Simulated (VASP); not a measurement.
# MgO (I4/mmm) in VASP: further runs, part 2 of 2

VASP 6.6.1. Earlier steps stand in the parts before.

## Step 4: Single point, PBEsol (strain +0.050 along x and y, -0.050 along z)

The input, INCAR:

```
SYSTEM = MgO
  PREC = Accurate
  ENCUT = 520
  EDIFF = 1E-6
  ISMEAR = 0
  SIGMA = 0.05
  LREAL = .False.
  LASPH = .True.
  NELM = 60
  ALGO = Normal
  ISIF = 2
  LWAVE = .False.
  LCHARG = .False.
  GGA = PS
  NBANDS = 11
```

The input, KPOINTS:

```
Automatic mesh
0
Gamma
  10 10 10
  0 0 0
```

The input, POSCAR:

```
MgO
1.0
    0.0000000000      2.2124610065      2.0017504345
    2.2124610065      0.0000000000      2.0017504345
    2.2124610065      2.2124610065      0.0000000000
Mg O
1 1
Direct
    0.0000000000      0.0000000000      0.0000000000
    0.5000000000      0.5000000000      0.5000000000
```

Potentials or basis: VASP PAW PBE potentials, release 64 (Mg, O).

Started as:

```sh
cat potpaw_PBE.64/Mg/POTCAR potpaw_PBE.64/O/POTCAR > POTCAR
mpirun -np 1 vasp_std > vasp.out
```

OUTCAR:

```text
SYSTEM = MgO
   PREC = Accurate
   ENCUT = 520
   EDIFF = 1E-6
   ISMEAR = 0
   LREAL = .False.
   LASPH = .True.
   NELM = 60
   ISIF = 2
   GGA = PS

 ion  position               nearest neighbor table
   1  0.000  0.000  0.000-   2 2.00   2 2.00   2 2.21   2 2.21   2 2.21   2 2.21
   2  0.500  0.500  0.500-   1 2.00   1 2.00   1 2.21   1 2.21   1 2.21   1 2.21

  LATTYP: Found a body centered tetragonal cell.
 ALAT       =     3.1288923616
 C/A-ratio  =     1.2795265565

  Lattice vectors:

 A1 = (   0.0000000000,  -2.2124610065,  -2.0017504345)
[... 524 lines left out ...]

  FORCE on cell =-STRESS in cart. coord.  units (eV):
  Direction    XX          YY          ZZ          XY          YZ          ZX
  --------------------------------------------------------------------------------------
  -------------------------------------------------------------------------------------
  Total       -1.2963310     -1.2963310      1.0947247      0.0000000      0.0000000     -0.0000000
  in kB     -105.9827807   -105.9827807     89.5002641      0.0000000      0.0000000     -0.0000000
  external PRESSURE =     -40.8217658 kB  Pullay stress =       0.0000000 kB

 VOLUME and BASIS-vectors are now :
 -----------------------------------------------------------------------------
  energy-cutoff  :      520.00
  volume of cell :       19.60
      direct lattice vectors                 reciprocal lattice vectors
     0.000000000  2.212461006  2.001750434    -0.225992684  0.225992684  0.249781387
     2.212461006  0.000000000  2.001750434     0.225992684 -0.225992684  0.249781387
     2.212461006  2.212461006  0.000000000     0.225992684  0.225992684 -0.249781387

 POSITION                                       TOTAL-FORCE (eV/Angst)
 -----------------------------------------------------------------------------------
      0.00000      0.00000      0.00000         0.000000     -0.000000     -0.000000
      2.21246      2.21246      2.00175        -0.000000      0.000000      0.000000
 -----------------------------------------------------------------------------------
    total drift:                               -0.000000     -0.000000      0.000000

  FREE ENERGIE OF THE ION-ELECTRON SYSTEM (eV)
  ---------------------------------------------------
  free  energy   TOTEN  =       -12.4184076291 eV

  energy  without entropy=      -12.4184076291  energy(sigma->0) =      -12.41840763
```

OSZICAR:

```text
N       E                     dE             d eps       ncg     rms          rms(c)
DAV:   1     0.137164002420E+02    0.13716E+02   -0.45697E+03  2492   0.644E+02
DAV:   2    -0.132280941743E+02   -0.26944E+02   -0.26158E+02  2595   0.134E+02
DAV:   3    -0.138499956262E+02   -0.62190E+00   -0.62132E+00  2715   0.178E+01
DAV:   4    -0.138515033461E+02   -0.15077E-02   -0.15077E-02  2475   0.100E+00
DAV:   5    -0.138515083341E+02   -0.49880E-05   -0.49880E-05  2655   0.568E-02    0.675E+00
DAV:   6    -0.124596691678E+02    0.13918E+01   -0.81982E+00  2367   0.153E+01    0.229E+00
DAV:   7    -0.124335412438E+02    0.26128E-01   -0.64672E-02  2484   0.217E+00    0.133E+00
DAV:   8    -0.124188858603E+02    0.14655E-01   -0.27998E-02  2364   0.186E+00    0.247E-01
DAV:   9    -0.124184929286E+02    0.39293E-03   -0.56379E-04  2661   0.168E-01    0.144E-01
DAV:  10    -0.124184057597E+02    0.87169E-04   -0.44306E-04  2487   0.160E-01    0.660E-03
DAV:  11    -0.124184068547E+02   -0.10949E-05   -0.39413E-06  2550   0.139E-02    0.276E-03
DAV:  12    -0.124184076291E+02   -0.77443E-06   -0.40941E-07  1368   0.474E-03
   1 F= -.12418408E+02 E0= -.12418408E+02  d E =-.275304E-11
```

stdout:

```text
POSCAR found type information on POSCAR MgO
 POSCAR found :  2 types and       2 ions
 scaLAPACK will be used
 -----------------------------------------------------------------------------
|                                                                             |
|                                                                             |
|     You enforced a specific xc type in the INCAR file but a different       |
|     I HOPE YOU KNOW WHAT YOU ARE DOING!                                     |
|                                                                             |
 -----------------------------------------------------------------------------

 LDA part: xc-table for (Slater+PW92), standard interpolation
 POSCAR, INCAR and KPOINTS ok, starting setup
 FFT: planning ... GRIDC
 FFT: planning ... GRID_SOFT
 FFT: planning ... GRID
 WAVECAR not read
 entering main loop
```

Wall time 25 s (1 thread of Intel Xeon 6975P-C, shared host); peak memory 0.15 GiB.

Results:

```
Free energy            : -12.4184 eV
Pressure               : -4.1 GPa
Band gap on the k mesh : 4.06 eV, direct
```

Stress tensor (GPa, compression positive):
```
-10.60   0.00   0.00
  0.00 -10.60   0.00
  0.00   0.00   8.95
```

Caveat: the cell differs from its parent crystal (strain +0.050 along x and y, -0.050 along z); the PAW data sets were made with another functional, which shifts forces and pressure a little.

## Step 5: The runs side by side

| cell | gap on the mesh (eV) | pressure (GPa) |
| --- | --- | --- |
| a = 2.945, b = 2.945, c = 3.054 Å, angles 58.8, 58.8, 62.5°, 2 atoms | 4.54 | 1.8 |
| a = 2.981, b = 2.981, c = 3.054 Å, angles 59.2, 59.2, 61.6°, 2 atoms | 4.34 | -3.3 |
| a = 2.984, b = 2.984, c = 3.129 Å, angles 58.4, 58.4, 63.2°, 2 atoms | 4.06 | -4.1 |

Alike in all rows: task single point; level PBEsol; potentials or basis VASP PAW PBE potentials, release 64 (Mg, O); no spin polarisation; k mesh 10 × 10 × 10; cutoff (eV) 520; smearing gaussian 0.05 eV.

Caveats: the PAW data sets were made with another functional, which shifts forces and pressure a little.

Absolute energies hang on the potentials; compare differences alone.
